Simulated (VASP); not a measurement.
A run of VASP 6.6.1 is set up as follows.

Contents of INCAR:

```
PREC = Accurate
ENCUT = 520
EDIFF = 1E-7
ISMEAR = 0
SIGMA = 0.1
LREAL = False
LASPH = True
NELM = 100
ALGO = Normal
ISIF = 2
LWAVE = False
LCHARG = False
GGA = PE
NBANDS = 23
```

The input KPOINTS:

```
regular mesh
0
Gamma
  16 16 16
```

File POSCAR:

```
NaLu
1.0
    0.0000000000      3.1794149867      3.1794149867
    3.1794149867      0.0000000000      3.1794149867
    3.1794149867      3.1794149867      0.0000000000
Na Lu
1 1
Direct
    0.5000000000      0.5000000000      0.5000000000
    0.0000000000      0.0000000000      0.0000000000
```

Potentials or basis: VASP PAW PBE potentials, release 64 (Na_pv, Lu).

Command:

```sh
$ cat potpaw_PBE.64/Na_pv/POTCAR potpaw_PBE.64/Lu/POTCAR > POTCAR
$ mpirun -np 1 vasp_std > vasp.out
```

(1) What does it give for the pressure?

(2) Predict the band gap on the k mesh.

## Answers

(1) 0.0 GPa.

(2) zero (band 16 reaches 2.37 eV, above the bottom of band 17 at 0.95 eV).

Caveat: spin-orbit coupling is left out, which moves the levels of the heavy elements.
